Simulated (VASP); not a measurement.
## SrAg2B2: single point with PBE

The system is SrAg2B2.

```xyz
10
Lattice="3.1134 0.0000 0.0000 0.0000 16.4784 0.0000 0.0000 0.0000 3.1134" Properties=species:S:1:pos:R:3 pbc="T T T"
Sr    0.0000    0.0000    2.3342
Sr    1.5567    8.2392    0.7793
Ag    0.0000    3.0917    2.3351
Ag    0.0000   13.3867    2.3351
Ag    1.5567    5.1475    0.7783
Ag    1.5567   11.3309    0.7783
B     0.0000   10.3302    2.3358
B     0.0000    6.1482    2.3358
B     1.5567   14.3874    0.7777
B     1.5567    2.0910    0.7777
```

The cell was generated, and may not be a known phase.

- Program: VASP 6.6.1
- Task: single point
- Functional: PBE
- Potentials or basis: VASP PAW PBE potentials, release 64 (Sr_sv, Ag, B)
- Cutoff: 520 eV
- k mesh: 6 × 2 × 6
- Occupations: gaussian, width 0.1 eV
- Spin: no spin polarisation

| Item | Value |
| --- | --- |
| Pressure | -0.1 GPa |
| Largest force | 0.014 eV/Å |
| Band gap on the k mesh | zero (bands 38 and 39 overlap by 2.09 eV) |

Forces on the atoms (eV/Å):
```
Sr   0.000  0.000  0.000
Sr   0.000  0.000  0.000
Ag   0.000  0.008 -0.001
Ag   0.000 -0.008 -0.001
Ag   0.000 -0.008  0.001
Ag   0.000  0.008  0.001
B    0.000  0.014 -0.001
B    0.000 -0.014 -0.001
B    0.000 -0.014  0.001
B    0.000  0.014  0.001
```

Levels at points of the mesh, in eV from the Fermi level:
| k point | band 35 | band 36 | band 37 | band 38 | band 39 | band 40 | band 41 | band 42 |
| --- | --- | --- | --- | --- | --- | --- | --- | --- |
| (0.00, 0.00, 0.00) | -1.58 | 0.30 | 0.99 | 1.57 | 1.58 | 2.23 | 2.23 | 2.57 |
| (0.50, 0.00, 0.00) | -2.23 | -2.23 | -0.97 | -0.97 | -0.40 | -0.40 | 2.00 | 2.00 |
| (0.00, 0.50, 0.00) | -0.79 | -0.79 | 1.58 | 1.58 | 2.21 | 2.21 | 2.35 | 2.35 |
| (0.50, 0.50, 0.00) | -2.21 | -2.21 | -1.03 | -1.03 | -0.35 | -0.35 | 1.99 | 1.99 |
| (0.00, 0.00, 0.50) | -2.23 | -2.23 | -0.97 | -0.97 | -0.41 | -0.40 | 2.00 | 2.00 |
| (0.50, 0.00, 0.50) | -1.52 | -1.52 | -0.47 | -0.47 | 0.19 | 0.19 | 1.21 | 1.21 |
| (0.00, 0.50, 0.50) | -2.21 | -2.21 | -1.03 | -1.03 | -0.35 | -0.35 | 1.99 | 1.99 |
| (0.50, 0.50, 0.50) | -1.52 | -1.52 | -0.12 | -0.12 | -0.12 | -0.12 | 1.21 | 1.21 |

It took 2.9 min on 1 thread of Intel(R) Xeon(R) 6975P-C (Granite Rapids), with other jobs on the host, peak memory 0.39 GiB.
